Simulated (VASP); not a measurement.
AlN:

```
Al N
1.0
     3.11950    0.00000    0.00000
    -1.55975    2.70157    0.00000
     0.00000    0.00000    4.54810
Al N
2 2
Direct
  0.33333 0.66667 0.00152
  0.66667 0.33333 0.50152
  0.33333 0.66667 0.38348
  0.66667 0.33333 0.88348
```

- Program: VASP 6.6.1
- Task: relaxation of the atoms
- Functional: LDA
- Potentials or basis: VASP PAW LDA potentials, release 64 (Al, N)
- Cutoff: 520 eV
- k mesh: 9 × 9 × 6
- Occupations: gaussian, width 0.05 eV
- Spin: no spin polarisation

At the start: pressure 17.7 GPa; volume 9.58 Å³/atom.

Where does the relaxation end?

Over 3 steps the energy falls by 58.0 meV/atom; space group P6_3mc (No. 186, to 0.05 Å).

The path:
```
step  energy change (eV)  largest force (eV/Å)  pressure (GPa)
   1              0.0000                2.2091           17.73
   2             -0.1518                0.7502           11.28
   3             -0.2321                0.0092           12.69
```

Final structure:
```yaml
crystal:
  lattice:
    - [3.11950, 0.00000, 0.00000]
    - [-1.55975, 2.70157, 0.00000]
    - [0.00000, 0.00000, 4.54810]
  atoms:
    - { symbol: Al, position: [0.33333, 0.66667, 0.98840] }
    - { symbol: Al, position: [0.66667, 0.33333, 0.48840] }
    - { symbol: N, position: [0.33333, 0.66667, 0.39660] }
    - { symbol: N, position: [0.66667, 0.33333, 0.89660] }
```
